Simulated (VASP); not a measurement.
# CsBe3 (P-62m) in VASP: single point with PBE

Aim: the single point of CsBe3 with PBE.

All numbers are computed with VASP 6.6.1; they aren't measurements. Logs are shortened: lines on timing, memory, paths and dates and some standing lists are left out, and cuts for length are marked.

### 1 The cell of the first run

Symmetry: P-62m, No. 189, hexagonal system. Conventional cell: a = 3.944 Å, b = 3.944 Å, c = 3.807 Å, α = 90.00°, β = 90.00°, γ = 120.00°. Cs (site symmetry -62m) has 12 Be at 2.70 to 2.79 Å within 3.6 Å. Be (site symmetry m2m) has 4 Be at 1.98 Å within 2.6 Å.

### 2 Single point, PBE

Input file INCAR:

```
PREC = Accurate
ENCUT = 520
EDIFF = 1E-6
ISMEAR = 0
SIGMA = 0.1
LREAL = F
LASPH = T
NELM = 80
ALGO = Normal
ISIF = 2
LWAVE = F
LCHARG = F
GGA = PE
NBANDS = 16
```

Input file KPOINTS:

```
regular mesh
0
Gamma
  6 6 4
```

Input file POSCAR:

```
CsBe3
1.0
    3.9440315900      0.0000000000      0.0000000000
   -1.9720157900      3.4156315500      0.0000000000
    0.0000000000      0.0000000000      3.8071281000
Cs Be
1 3
Direct
    0.0000000000      0.0000000000      0.5000000000
    0.5162273900      0.0000000000      0.0000000000
    0.0000000000      0.5162273900      0.0000000000
    0.4837726100      0.4837726100      0.0000000000
```

Potentials or basis: VASP PAW PBE potentials, release 64 (Cs_sv, Be).

The run is started by

```
$ cat potpaw_PBE.64/Cs_sv/POTCAR potpaw_PBE.64/Be/POTCAR > POTCAR
$ mpirun -np 1 vasp_std > vasp.out
```

OUTCAR:

```text
PREC = Accurate
   ENCUT = 520
   EDIFF = 1E-6
   ISMEAR = 0
   LREAL = F
   LASPH = T
   NELM = 80
   ISIF = 2
   GGA = PE

 ion  position               nearest neighbor table
   1  0.000  0.000  0.500-   3 2.70   3 2.70   2 2.70   2 2.70   4 2.70   4 2.70
   2  0.516  0.000  0.000-   4 1.98   4 1.98   3 1.98   3 1.98   1 2.70   1 2.70
   3  0.000  0.516  0.000-   4 1.98   4 1.98   2 1.98   2 1.98   1 2.70   1 2.70
   4  0.484  0.484  0.000-   2 1.98   2 1.98   3 1.98   3 1.98   1 2.70   1 2.70

  LATTYP: Found a hexagonal cell.
 ALAT       =     3.9440315900
 C/A-ratio  =     0.9652884398

  Lattice vectors:

 A1 = (   3.9440315900,   0.0000000000,   0.0000000000)
 A2 = (  -1.9720157900,   3.4156315500,   0.0000000000)
 A3 = (   0.0000000000,   0.0000000000,   3.8071281000)

Analysis of symmetry for initial positions (statically):
=====================================================================
 Subroutine PRICEL returns:
 Original cell was already a primitive cell.

 Routine SETGRP: Setting up the symmetry group for a
 hexagonal supercell.

 Subroutine GETGRP returns: Found 12 space group operations
 (whereof 12 operations were pure point group operations)
 out of a pool of 24 trial point group operations.

The static configuration has the point symmetry D_3h.

Analysis of symmetry for dynamics (positions and initial velocities):
=====================================================================
 Subroutine PRICEL returns:
 Original cell was already a primitive cell.

 Routine SETGRP: Setting up the symmetry group for a
 hexagonal supercell.

 Subroutine GETGRP returns: Found 12 space group operations
 (whereof 12 operations were pure point group operations)
 out of a pool of 24 trial point group operations.

The dynamic configuration has the point symmetry D_3h.

 Subroutine INISYM returns: Found 12 space group operations
 (whereof 12 operations are pure point group operations),
 and found     1 'primitive' translations

----------------------------------------------------------------------------------------

                                     Primitive cell

  volume of cell :      51.2872

  direct lattice vectors                    reciprocal lattice vectors
     3.944031590  0.000000000  0.000000000     0.253547665  0.146385812  0.000000000
    -1.972015790  3.415631550  0.000000000     0.000000000  0.292771625  0.000000000
     0.000000000  0.000000000  3.807128100     0.000000000  0.000000000  0.262665183

  length of vectors
     3.944031590  3.944031587  3.807128100     0.292771625  0.292771625  0.262665183

  position of ions in fractional coordinates (direct lattice)
     0.000000000  0.000000000  0.500000000
     0.516227390  0.000000000  0.000000000
     0.000000000  0.516227390  0.000000000
     0.483772610  0.483772610  0.000000000

  ion indices of the primitive-cell ions
   primitive index   ion index
                 1           1
                 2           2
                 3           3
                 4           4

----------------------------------------------------------------------------------------

 KPOINTS: regular mesh

Automatic generation of k-mesh.
 Grid dimensions read from file:
 generate k-points for:    6    6    4

 Generating k-lattice:

  Cartesian coordinates                     Fractional coordinates (reciprocal lattice)
     0.042257944  0.024397635  0.000000000     0.166666667  0.000000000  0.000000000
     0.000000000  0.048795271  0.000000000     0.000000000  0.166666667  0.000000000
     0.000000000  0.000000000  0.065666296     0.000000000  0.000000000  0.250000000

  Length of vectors
     0.048795271  0.048795271  0.065666296

  Shift w.r.t. Gamma in fractional coordinates (k-lattice)
     0.000000000  0.000000000  0.000000000

 Subroutine IBZKPT returns following result:
 ===========================================

 Found     21 irreducible k-points:

 Following reciprocal coordinates:
            Coordinates               Weight
  0.000000  0.000000  0.000000      1.000000
  0.166667  0.000000  0.000000      6.000000
  0.333333  0.000000  0.000000      6.000000
  0.500000  0.000000  0.000000      3.000000
  0.166667  0.166667  0.000000      6.000000
  0.333333  0.166667  0.000000     12.000000
[... 13 lines left out ...]
  0.333333  0.166667  0.500000     12.000000
  0.333333  0.333333  0.500000      2.000000
   k-points           NKPTS =     21   k-points in BZ     NKDIM =     21   number of bands    NBANDS=     16
   number of dos      NEDOS =    301   number of ions     NIONS =      4
   total plane-waves  NPLWV =  25200
   dimension x,y,z NGX =    30 NGY =   30 NGZ =   28
   dimension x,y,z NGXF=    60 NGYF=   60 NGZF=   56
   ions per type =               1   3
   NGX,Y,Z   is equivalent  to a cutoff of  12.65, 12.65, 12.23 a.u.
   NGXF,Y,Z  is equivalent  to a cutoff of  25.29, 25.29, 24.45 a.u.
 SYSTEM =  unknown system
   PREC   = accura    normal or accurate (medium, high low for compatibility)
   ISTART =      0    job   : 0-new  1-cont  2-samecut
   ICHARG =      2    charge: 1-file 2-atom 10-const
   ISPIN  =      1    spin polarized calculation?
   LNONCOLLINEAR =      F non collinear calculations
   LSORBIT =      F    spin-orbit coupling
   LASPH  =      T    aspherical Exc in radial PAW
   ENCUT  =  520.0 eV  38.22 Ry    6.18 a.u.   7.33  7.33  7.08*2*pi/ulx,y,z
   NELM   =     80;   NELMIN=  2; NELMDL= -5     # of ELM steps
   EDIFF  = 0.1E-05   stopping-criterion for ELM
   LREAL  =      F    real-space projection
   EDIFFG = 0.1E-04   stopping-criterion for IOM
   NSW    =      0    number of steps for IOM
   IBRION =     -1    ionic relax: 0-MD 1-quasi-New 2-CG
   NFREE  =      0    steps in history (QN), initial steepest desc. (CG)
   ISIF   =      2    stress and relaxation
   ISYM   =      2    0-nonsym 1-usesym 2-fastsym
   POTIM  = 0.5000    time-step for ionic-motion
   TEBEG  =    0.0;   TEEND  =   0.0 temperature during run
   PSTRESS=    0.0 pullay stress
   NELECT =      15.0000    total number of electrons
   NUPDOWN=      -1.0000    fix difference up-down
   EMIN   =  10.00;   EMAX   =-10.00  energy-range for DOS
   EFERMI =   0.00;   METHOD = LEGACY
   ISMEAR =     0;   SIGMA  =   0.10  broadening in eV -4-tet -1-fermi 0-gaus
   EFERMI_NEDOS =   21; number of points for ismear=-14 and -15
   IALGO  =     38    algorithm
   IMIX   =      4    mixing-type and parameters
     AMIX     =   0.40;   BMIX     =  1.00
     AMIX_MAG =   1.60;   BMIX_MAG =  1.00
  volume/ion in A,a.u.               =      12.82        86.53
  Fermi-wavevector in a.u.,A,eV,Ry     =   1.086682  2.053530 16.066804  1.180877
  Thomas-Fermi vector in A             =   2.222824
   LORBIT       =      0    0 simple, 1 ext, 2 COOP (PROOUT), +10 PAW based schemes
   GGA     = PE    functional components
   LHFCALC =     F    Hartree Fock is set to
   AEXX    =    0.0000 exact exchange contribution
   IVDW    =     0    specifies the selected vdW correction
   LEPSILON=     F    determine dielectric tensor
   LRPA    =     F    only Hartree local field effects (RPA)
 non-spin polarized calculation
 Gauss-broadening in eV      SIGMA  =   0.10
  energy-cutoff  :      520.00
  volume of cell :       51.29
 maximum number of plane-waves:      1406
 NGX is ok and might be reduce to    30
   NGX = 15   NGY = 15   NGZ = 15

 number of electron      15.0000002 magnetization

 Free energy of the ion-electron system (eV)
  ---------------------------------------------------
  ext. energy  EPLUGINS =         0.00000000
  ---------------------------------------------------
  free energy    TOTEN  =        -4.71365564 eV

  energy without entropy =       -4.68200977  energy(sigma->0) =       -4.69783271

 E-fermi :   6.2218     XC(G=0): -10.6517

 val. band max:        6.2145861660   @ k =   0.3333   0.1667   0.2500
 cond. band min:       6.2492067538   @ k =   0.1667   0.0000   0.2500
 fundamental gap:      0.0346205878
 Fermi energy:         6.2217513546

 k-point     1 :       0.0000    0.0000    0.0000
  band No.  band energies     occupation
      1     -16.6812      2.00000
      2      -3.5508      2.00000
      3      -3.0625      2.00000
      4      -3.0625      2.00000
      5      -0.1769      2.00000
      6       3.4831      2.00000
[... 8 lines left out ...]
     15      13.6341      0.00000
     16      13.6341      0.00000

 k-point     2 :       0.1667    0.0000    0.0000
  band No.  band energies     occupation
      1     -16.6124      2.00000
      2      -3.8487      2.00000
      3      -3.4090      2.00000
      4      -3.1816      2.00000
      5       0.4867      2.00000
      6       2.9705      2.00000
[... 8 lines left out ...]
     15      15.2396      0.00000
     16      15.5564      0.00000

 k-point     3 :       0.3333    0.0000    0.0000
  band No.  band energies     occupation
      1     -16.4684      2.00000
      2      -4.9445      2.00000
      3      -3.4028      2.00000
      4      -3.0941      2.00000
      5       1.1674      2.00000
      6       2.7645      2.00000
[... 8 lines left out ...]
     15      15.9045      0.00000
     16      17.3590      0.00000

 k-point     4 :       0.5000    0.0000    0.0000
  band No.  band energies     occupation
      1     -16.3928      2.00000
      2      -5.3906      2.00000
      3      -3.5061      2.00000
      4      -2.9166      2.00000
      5       1.1879      2.00000
      6       3.6150      2.00000
[... 8 lines left out ...]
     15      14.8102      0.00000
     16      15.8911      0.00000
[... 267 lines left out ...]
 k-point    19 :       0.1667    0.1667    0.5000
  band No.  band energies     occupation
      1     -16.2646      2.00000
      2      -5.6060      2.00000
      3      -3.9645      2.00000
      4      -3.0461      2.00000
      5       1.3446      2.00000
      6       2.6719      2.00000
[... 8 lines left out ...]
     15      16.7129      0.00000
     16      17.2905      0.00000

 k-point    20 :       0.3333    0.1667    0.5000
  band No.  band energies     occupation
      1     -16.1519      2.00000
      2      -5.3041      2.00000
      3      -4.5236      2.00000
      4      -3.4430      2.00000
      5       0.4748      2.00000
      6       1.9894      2.00000
[... 8 lines left out ...]
     15      16.0834      0.00000
     16      16.7889      0.00000

 k-point    21 :       0.3333    0.3333    0.5000
  band No.  band energies     occupation
      1     -16.1136      2.00000
      2      -5.1929      2.00000
      3      -4.1836      2.00000
      4      -4.1836      2.00000
      5       0.8551      2.00000
      6       0.8551      2.00000
[... 8 lines left out ...]
     15      15.8678      0.00000
     16      17.5510      0.00000

------------------------ aborting loop because EDIFF is reached ----------------------------------------

  FORCE on cell =-STRESS in cart. coord.  units (eV):
  Direction    XX          YY          ZZ          XY          YZ          ZX
  --------------------------------------------------------------------------------------
  -------------------------------------------------------------------------------------
  Total        9.8016110      9.8016110     14.5333358      0.0000000      0.0000000      0.0000000
  in kB      306.1957471    306.1957470    454.0116533      0.0000004      0.0000000      0.0000000
  external PRESSURE =     355.4677158 kB  Pullay stress =       0.0000000 kB

 VOLUME and BASIS-vectors are now :
 -----------------------------------------------------------------------------
  energy-cutoff  :      520.00
  volume of cell :       51.29
      direct lattice vectors                 reciprocal lattice vectors
     3.944031590  0.000000000  0.000000000     0.253547665  0.146385812  0.000000000
    -1.972015790  3.415631550  0.000000000     0.000000000  0.292771625  0.000000000
     0.000000000  0.000000000  3.807128100     0.000000000  0.000000000  0.262665183

 POSITION                                       TOTAL-FORCE (eV/Angst)
 -----------------------------------------------------------------------------------
      0.00000      0.00000      1.90356        -0.000000      0.000000      0.000000
      2.03602      0.00000      0.00000        -0.044038      0.000000      0.000000
     -1.01801      1.76324      0.00000         0.022019     -0.038138      0.000000
      0.95401      1.65239      0.00000         0.022019      0.038138     -0.000000
 -----------------------------------------------------------------------------------
    total drift:                                0.000000      0.000000     -0.000000

  FREE ENERGIE OF THE ION-ELECTRON SYSTEM (eV)
  ---------------------------------------------------
  free  energy   TOTEN  =        -4.7136556443 eV

  energy  without entropy=       -4.6820097670  energy(sigma->0) =       -4.69783271
```

Run time: 9.2 s. Hardware: 1 thread of Intel Xeon 6975P-C (Granite Rapids), shared host; peak memory 0.16 GiB.

What came out:

- Free energy: -4.7137 eV
- Pressure: 35.5 GPa
- Largest force: 0.044 eV/Å

Forces on the atoms (eV/Å):
```
Cs   0.000  0.000  0.000
Be  -0.044  0.000  0.000
Be   0.022 -0.038  0.000
Be   0.022  0.038  0.000
```

Caveat: the k points lie up to 0.41 Å⁻¹ apart; spin-orbit coupling is left out, which moves the levels of the heavy elements.
